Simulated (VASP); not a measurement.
# Ti2Al3Ru (Cmmm) in VASP: a series of runs, part 2 of 2

VASP 6.6.1.

## Step 4: Relaxation of cell and atoms, PBE

File INCAR:

```
ALGO     = Fast           # electronic algorithm
EDIFF    = 1E-6           # SCF threshold, eV
EDIFFG   = -0.04          # ionic threshold
ENCUT    = 600            # plane-wave cutoff, eV
GGA      = PE             # functional
IBRION   = 2              # ionic algorithm
ISIF     = 3              # what is computed and relaxed
ISMEAR   = 0              # smearing method
LASPH    = True           # aspherical terms in the spheres
LCHARG   = False          # write CHGCAR
LREAL    = False          # projectors in reciprocal space
LWAVE    = False          # write WAVECAR
NELM     = 80             # most SCF steps
NSW      = 90             # ionic steps
PREC     = Accurate       # precision mode
SIGMA    = 0.1            # smearing width, eV
```

File KPOINTS:

```
k-points
0
Gamma
  4 4 4
```

File POSCAR:

```
Ti2Al3Ru
1.0
    2.7503408200     -3.9549351700      0.0000000000
    2.7503408200      3.9549351700      0.0000000000
    0.0000000000      0.0000000000      3.9109120400
Ti Al Ru
2 3 1
Direct
    0.5000000000      0.5000000000      0.0000000000
    0.0000000000      0.0000000000      0.0000000000
    0.7391538700      0.2608461300      0.0000000000
    0.2608461300      0.7391538700      0.0000000000
    0.5000000000      0.5000000000      0.5000000000
    0.0000000000      0.0000000000      0.5000000000
```

The run is started by

```
$ cat potpaw_PBE.64/Ti_sv/POTCAR potpaw_PBE.64/Al/POTCAR potpaw_PBE.64/Ru_pv/POTCAR > POTCAR
$ mpirun -np 1 vasp_std > vasp.out
```

Wall time 24 min (1 thread of Intel Xeon 6975P-C (Granite Rapids), shared host); peak memory 0.26 GiB.

It converged, with:

```yaml
Free_energy: -31.7543 eV
Relaxed_volume: 21.91 Å³/atom
Relaxed_cell: a = 5.836 Å, b = 5.836 Å, c = 5.014 Å, α = 90.00°, β = 90.00°, γ = 129.65°
Space_group_after_relaxing_to_0.05_Å: Cmmm (No. 65)
Energy_gained_by_relaxing: 2529.8 meV/atom
Ionic_steps: 16
Pressure_after_relaxing: 0.0 GPa
Largest_force_after_relaxing: 0.004 eV/Å
```

Forces in eV/Å, atoms in the order of the input:
```
Ti   0.000  0.000  0.000
Ti   0.000  0.000  0.000
Al   0.000  0.004  0.000
Al   0.000 -0.004  0.000
Al   0.000  0.000  0.000
Ru   0.000  0.000  0.000
```

The path:
| step | energy change (eV) | largest force (eV/Å) | pressure (GPa) | volume (Å³) |
| --- | --- | --- | --- | --- |
| 1 | 0.0000 | 3.8827 | 80.79 | 85.08 |
| 2 | 45.8435 | 1.0820 | 14.58 | 194.87 |
| 3 | 10.5287 | 1.1569 | -33.00 | 261.76 |
| 4 | 59.5450 | 0.2993 | -21.38 | 211.26 |
| 5 | -6.3376 | 0.4304 | -12.12 | 200.51 |
| 6 | -11.6443 | 0.1164 | -11.05 | 197.75 |
| 7 | -14.7743 | 0.1078 | -0.96 | 139.28 |
| 8 | -14.8027 | 0.0921 | -0.74 | 138.45 |
| 9 | -15.0947 | 0.6424 | 1.32 | 129.75 |
| 10 | -15.1109 | 0.4990 | 0.67 | 131.37 |
| 11 | -15.1394 | 0.4336 | -0.43 | 132.97 |
| 12 | -15.1437 | 0.3911 | -0.99 | 133.84 |
| 13 | -15.1640 | 0.2471 | -0.67 | 133.00 |
| 14 | -15.1768 | 0.0035 | -0.05 | 131.60 |
| 15 | -15.1768 | 0.0146 | -0.07 | 131.66 |
| 16 | -15.1785 | 0.0038 | 0.01 | 131.47 |

Final structure:
```
Ti Al Ru
1.0
     2.48249   -5.28117    0.00000
     2.48249    5.28117    0.00000
     0.00000    0.00000    5.01400
Ti Al Ru
2 3 1
Cartesian
  2.4825 0.0000 0.0000
  0.0000 0.0000 0.0000
  2.4825 -2.6912 0.0000
  2.4825 2.6912 0.0000
  2.4825 0.0000 2.5070
  0.0000 0.0000 2.5070
```

Levels at points of the mesh, in eV from the Fermi level:
| k point | band 20 | band 21 | band 22 | band 23 | band 24 | band 25 | band 26 | band 27 | band 28 |
| --- | --- | --- | --- | --- | --- | --- | --- | --- | --- |
| (0.00, 0.00, 0.00) | -1.16 | -0.69 | -0.62 | -0.34 | 0.24 | 0.31 | 0.60 | 1.21 | 1.32 |
| (0.50, 0.00, 0.00) | -1.12 | -0.75 | -0.36 | 0.24 | 0.25 | 0.84 | 1.05 | 1.49 | 1.53 |
| (0.50, 0.50, 0.00) | -1.50 | -1.22 | -0.36 | -0.08 | 0.00 | 0.16 | 1.04 | 1.20 | 1.42 |
| (0.00, 0.00, 0.50) | -1.13 | -1.08 | -1.08 | -1.01 | -0.31 | 0.30 | 0.78 | 0.87 | 1.39 |
| (0.50, 0.00, 0.50) | -1.47 | -0.84 | -0.62 | -0.08 | 0.17 | 0.40 | 0.44 | 0.94 | 1.35 |
| (0.50, 0.50, 0.50) | -1.13 | -1.11 | -0.98 | -0.93 | -0.88 | -0.86 | -0.64 | 1.15 | 1.21 |

Caveat: the k points lie up to 0.35 Å⁻¹ apart in the final cell; the volume moved by over 15 % at a fixed basis, so the end points are rough.

## Step 5: Single point, PBE

This run uses another cell than the first one, of 22.02 Å³/atom, 1.553 times its volume.

File INCAR:

```
PREC = Accurate
ENCUT = 520
EDIFF = 1E-6
ISMEAR = 0
SIGMA = 0.1
LREAL = False
LASPH = True
NELM = 100
ALGO = Fast
ISIF = 2
LWAVE = False
LCHARG = True
GGA = PE
LELF = True
LVHAR = True
NBANDS = 32
```

File KPOINTS:

```
Automatic mesh
0
Gamma
  8 8 8
```

File POSCAR:

```
Ti2Al3Ru
1.0
    2.4962840466     -5.2842615862      0.0000000000
    2.4962840466      5.2842615862      0.0000000000
    0.0000000000      0.0000000000      5.0088884842
Ti Al Ru
2 3 1
Direct
    0.5000000000      0.5000000000      0.0000000000
    0.0000000000      0.0000000000      0.0000000000
    0.7551434390      0.2448565610      0.0000000000
    0.2448565610      0.7551434390      0.0000000000
    0.5000000000      0.5000000000      0.5000000000
    0.0000000000      0.0000000000      0.5000000000
```

Potentials or basis: VASP PAW PBE potentials, release 64 (Ti_sv, Al, Ru_pv).

The run is started by

```
$ cat potpaw_PBE.64/Ti_sv/POTCAR potpaw_PBE.64/Al/POTCAR potpaw_PBE.64/Ru_pv/POTCAR > POTCAR
$ mpirun -np 1 vasp_std > vasp.out
```

OUTCAR:

```text
PREC = Accurate
   ENCUT = 520
   EDIFF = 1E-6
   ISMEAR = 0
   LREAL = False
   LASPH = True
   NELM = 100
   ISIF = 2
   GGA = PE

 ion  position               nearest neighbor table
   1  0.500  0.500  0.000-   2 2.50   2 2.50   5 2.50   5 2.50   4 2.70   3 2.70
   2  0.000  0.000  0.000-   1 2.50   1 2.50   6 2.50   6 2.50   4 2.59   3 2.59
   3  0.755  0.245  0.000-   4 2.50   4 2.50   2 2.59   1 2.70
   4  0.245  0.755  0.000-   3 2.50   3 2.50   2 2.59   1 2.70
   5  0.500  0.500  0.500-   6 2.50   6 2.50   1 2.50   1 2.50
   6  0.000  0.000  0.500-   5 2.50   5 2.50   2 2.50   2 2.50

  LATTYP: Found a base centered orthorhombic cell.
 ALAT       =     4.9925680932
 B/A-ratio  =     2.1168510825
 C/A-ratio  =     1.0032689371

  Lattice vectors:

 A1 = (   2.4962840466,  -5.2842615862,   0.0000000000)
 A2 = (   2.4962840466,   5.2842615862,   0.0000000000)
 A3 = (   0.0000000000,   0.0000000000,   5.0088884842)

Analysis of symmetry for initial positions (statically):
=====================================================================
 Subroutine PRICEL returns:
 Original cell was already a primitive cell.

 Routine SETGRP: Setting up the symmetry group for a
 base centered orthorhombic supercell.

 Subroutine GETGRP returns: Found  8 space group operations
 (whereof  8 operations were pure point group operations)
 out of a pool of  8 trial point group operations.

The static configuration has the point symmetry D_2h.

Analysis of symmetry for dynamics (positions and initial velocities):
=====================================================================
 Subroutine PRICEL returns:
 Original cell was already a primitive cell.

 Routine SETGRP: Setting up the symmetry group for a
 base centered orthorhombic supercell.

 Subroutine GETGRP returns: Found  8 space group operations
 (whereof  8 operations were pure point group operations)
 out of a pool of  8 trial point group operations.

[... 130 lines left out ...]
  Fermi-wavevector in a.u.,A,eV,Ry     =   1.159910  2.191912 18.305153  1.345391
  Thomas-Fermi vector in A             =   2.296498
   LORBIT       =      0    0 simple, 1 ext, 2 COOP (PROOUT), +10 PAW based schemes
   GGA     = PE    functional components
   LHFCALC =     F    Hartree Fock is set to
   AEXX    =    0.0000 exact exchange contribution
   IVDW    =     0    specifies the selected vdW correction
   LEPSILON=     F    determine dielectric tensor
   LRPA    =     F    only Hartree local field effects (RPA)
 non-spin polarized calculation
 RMM-DIIS sequential band-by-band and
 Gauss-broadening in eV      SIGMA  =   0.10
  energy-cutoff  :      520.00
  volume of cell :      132.14
 maximum number of plane-waves:      3590
 NGX is ok and might be reduce to    48
   NGX = 21   NGY = 21   NGZ = 19

 number of electron      46.9999997 magnetization

 Free energy of the ion-electron system (eV)
  ---------------------------------------------------
  ext. energy  EPLUGINS =         0.00000000
  ---------------------------------------------------
  free energy    TOTEN  =       -31.74010281 eV

  energy without entropy =      -31.70897245  energy(sigma->0) =      -31.72453763

 E-fermi :   5.1766     XC(G=0):  -9.5681

 val. band max:        5.1732958005   @ k =   0.3750  -0.0000   0.2500
 cond. band min:       5.1883246736   @ k =  -0.1250   0.1250   0.3750
 fundamental gap:      0.0150288731
 Fermi energy:         5.1765825681

 k-point     1 :       0.0000    0.0000    0.0000
  band No.  band energies     occupation
      1     -51.5100      2.00000
      2     -51.2759      2.00000
      3     -36.9844      2.00000
      4     -36.7588      2.00000
      5     -36.5593      2.00000
      6     -28.3054      2.00000
[... 829 lines left out ...]
     31       7.6976      0.00000
     32       8.1689      0.00000

 [... further k-points ...]

------------------------ aborting loop because EDIFF is reached ----------------------------------------

  FORCE on cell =-STRESS in cart. coord.  units (eV):
  Direction    XX          YY          ZZ          XY          YZ          ZX
  --------------------------------------------------------------------------------------
  -------------------------------------------------------------------------------------
  Total       -0.0053571     -0.0576121     -0.0602797      0.0000000      0.0000000      0.0000000
  in kB       -0.0649520     -0.6985135     -0.7308566      0.0000000      0.0000000      0.0000000
  external PRESSURE =      -0.4981074 kB  Pullay stress =       0.0000000 kB

 VOLUME and BASIS-vectors are now :
 -----------------------------------------------------------------------------
  energy-cutoff  :      520.00
  volume of cell :      132.14
      direct lattice vectors                 reciprocal lattice vectors
     2.496284047 -5.284261586  0.000000000     0.200297719 -0.094620600  0.000000000
     2.496284047  5.284261586  0.000000000     0.200297719  0.094620600  0.000000000
     0.000000000  0.000000000  5.008888484     0.000000000  0.000000000  0.199645092

 POSITION                                       TOTAL-FORCE (eV/Angst)
 -----------------------------------------------------------------------------------
      2.49628      0.00000      0.00000        -0.000000     -0.000000      0.000000
      0.00000      0.00000      0.00000        -0.000000      0.000000      0.000000
      2.49628     -2.69649      0.00000        -0.000000     -0.001390      0.000000
      2.49628      2.69649      0.00000        -0.000000      0.001390      0.000000
      2.49628      0.00000      2.50444         0.000000      0.000000      0.000000
      0.00000      0.00000      2.50444        -0.000000      0.000000      0.000000
 -----------------------------------------------------------------------------------
    total drift:                                0.000000     -0.000000      0.000000

  FREE ENERGIE OF THE ION-ELECTRON SYSTEM (eV)
  ---------------------------------------------------
  free  energy   TOTEN  =       -31.7401028068 eV

  energy  without entropy=      -31.7089724535  energy(sigma->0) =      -31.72453763
```

It took 8.7 min on 1 thread of Intel Xeon 6975P-C (Granite Rapids), shared host; peak memory 0.59 GiB.

What came out:

```yaml
Free_energy: -31.7401 eV
Pressure: 0.0 GPa
```

## Step 6: Overview

| task | cell | k mesh | cutoff (eV) | gap on the mesh (eV) | pressure (GPa) | largest force (eV/Å) |
| --- | --- | --- | --- | --- | --- | --- |
| single point | a = 4.817, b = 4.817, c = 3.911 Å, angles 90.0, 90.0, 110.4°, 6 atoms | 4 × 4 × 4 | 520 | none | 80.9 | 3.88 |
| single point | a = 5.858, b = 5.858, c = 5.020 Å, angles 90.0, 90.0, 129.8°, 6 atoms | 4 × 4 × 4 | 520 | none | -0.1 | 0.03 |
| relaxation of cell and atoms | relaxed from a = 4.817, b = 4.817, c = 3.911 Å, angles 90.0, 90.0, 110.4°, 6 atoms | 4 × 4 × 4 | 600 | none | 0.0 | - |
| single point | a = 5.844, b = 5.844, c = 5.009 Å, angles 90.0, 90.0, 129.4°, 6 atoms | 8 × 8 × 8 | 520 | none | 0.0 | - |

Alike in all rows: level PBE; potentials or basis VASP PAW PBE potentials, release 64 (Ti_sv, Al, Ru_pv); no spin polarisation; smearing gaussian 0.1 eV.

Caveats: some runs use coarse meshes; forces of over 1 eV/Å act on the atoms, so gaps and moduli don't describe the material at rest (some runs); the volume moved by over 15 % at a fixed basis, so the end points are rough (some runs).

Absolute energies hang on the potentials; compare differences alone.
